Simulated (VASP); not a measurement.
Here is a VASP 6.6.1 calculation.

Contents of INCAR:

```
ALGO = Normal
EDIFF = 1E-7
ENCUT = 520
GGA = PE
ISIF = 2
ISMEAR = 0
LASPH = True
LCHARG = False
LREAL = False
LWAVE = False
NBANDS = 42
NELM = 80
PREC = Accurate
SIGMA = 0.15
```

KPOINTS

```
k-points
0
Gamma
  2 2 2
```

Contents of POSCAR:

```
AgSn2SeI3
1.0
    4.5181033194      0.0000000000      0.0000000000
    0.0000000000      4.5181033194      0.0000000000
    0.0000000000      0.0000000000     11.5007999005
Ag Sn Se I
1 2 1 3
Direct
    0.5000000000      0.5000000000      0.5000000000
    0.5000000000      0.5000000000      0.2381239820
    0.5000000000      0.5000000000      0.7618760180
    0.5000000000      0.5000000000      0.0000000000
    0.0000000000      0.0000000000      0.5000000000
    0.0000000000      0.0000000000      0.1628107527
    0.0000000000      0.0000000000      0.8371892473
```

Potentials or basis: VASP PAW PBE potentials, release 64 (Ag, Sn_d, Se, I).

Launch:

```bash
$ cat potpaw_PBE.64/Ag/POTCAR potpaw_PBE.64/Sn_d/POTCAR potpaw_PBE.64/Se/POTCAR potpaw_PBE.64/I/POTCAR > POTCAR
$ mpirun -np 1 vasp_std > vasp.out
```

Task: Estimate the band gap on the k mesh.

Result: Zero (band 33 reaches 4.09 eV, above the bottom of band 34 at 3.93 eV).

Task: Estimate the largest force.

Result: 0.077 eV/Å.

Task: What does it give for the pressure?

Result: -0.2 GPa.

Stress tensor (GPa, compression positive):
```
-0.41  0.00  0.00
 0.00 -0.41  0.00
 0.00  0.00  0.26
```

Caveat: the k points lie up to 0.70 Å⁻¹ apart; spin-orbit coupling is left out, which moves the levels of the heavy elements.
